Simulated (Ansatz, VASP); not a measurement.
Two plane-wave programs on GaSb3

File INCAR:

```
PREC = Accurate ; ENCUT = 520
EDIFF = 1E-6 ; ISMEAR = 0
SIGMA = 0.15 ; LREAL = False
LASPH = True ; NELM = 80
ALGO = Normal ; ISIF = 2
LWAVE = False ; LCHARG = True
GGA = PS ; LELF = True
LVHAR = True ; NBANDS = 22
```

KPOINTS

```
Automatic mesh
0
Gamma
  10 10 10
```

POSCAR

```
GaSb3
1.0
    0.0000000000      3.7436057684      3.6447745761
    3.7436057684      0.0000000000      3.6447745761
    3.7436057684      3.7436057684      0.0000000000
Ga Sb
1 3
Direct
    0.0000000000      0.0000000000      0.0000000000
    0.2500000000      0.2500000000      0.2500000000
    0.7500000000      0.7500000000      0.7500000000
    0.5000000000      0.5000000000      0.5000000000
```

Input for Ansatz:

```yaml
crystal:
  lattice:
    - [0.0, 3.7436057684, 3.6447745761]
    - [3.7436057684, 0.0, 3.6447745761]
    - [3.7436057684, 3.7436057684, 0.0]
  atoms:
    - { symbol: Ga, position: [0.0, 0.0, 0.0] }
    - { symbol: Sb, position: [0.25, 0.25, 0.25] }
    - { symbol: Sb, position: [0.75, 0.75, 0.75] }
    - { symbol: Sb, position: [0.5, 0.5, 0.5] }
basis:
  ecutwfc: 420
kpoints:
  mp_grid: { grid: [10, 10, 10] }
hamiltonian:
  xc: pbesol
  pseudopotentials: { kind: paw, azcp: { folder: soft_1 } }
scf:
  occupations: { method: gaussian, width: 0.15 }
output:
  forces: true
  stress: true
  eigenvalues: true
```

Alike in both runs: task single point; functional PBEsol; k mesh 10 × 10 × 10; occupations gaussian, width 0.15 eV; no spin polarisation.

|  | VASP | Ansatz |
| --- | --- | --- |
| version | VASP 6.6.1 | Ansatz 0.2.0 |
| potentials or method | VASP PAW PBE potentials, release 64 (Ga_d, Sb), cutoff 520 eV | scalar-relativistic, plane waves, PAW |
| valence electrons in the cell | 28 | 58 |

|  | VASP | Ansatz | Ansatz less VASP |
| --- | --- | --- | --- |
| gap on the k mesh at the Fermi level (eV) | none | none | - |
| pressure (GPa) | -2.9 | -2.8 | +0.02 |
| traceless stress, the component that is largest in VASP (GPa) | 0.44 | 0.44 | -0.002 |

VASP's potentials were made for PBE, not for PBEsol, and Ansatz warns of the same on its side. A gap of «none» marks a metal or a gap that the smearing closes. VASP's potentials hold 28 valence electrons a cell and Ansatz's 58, so a difference there can come from the potentials and not from the codes.

Spin-orbit coupling is off throughout.
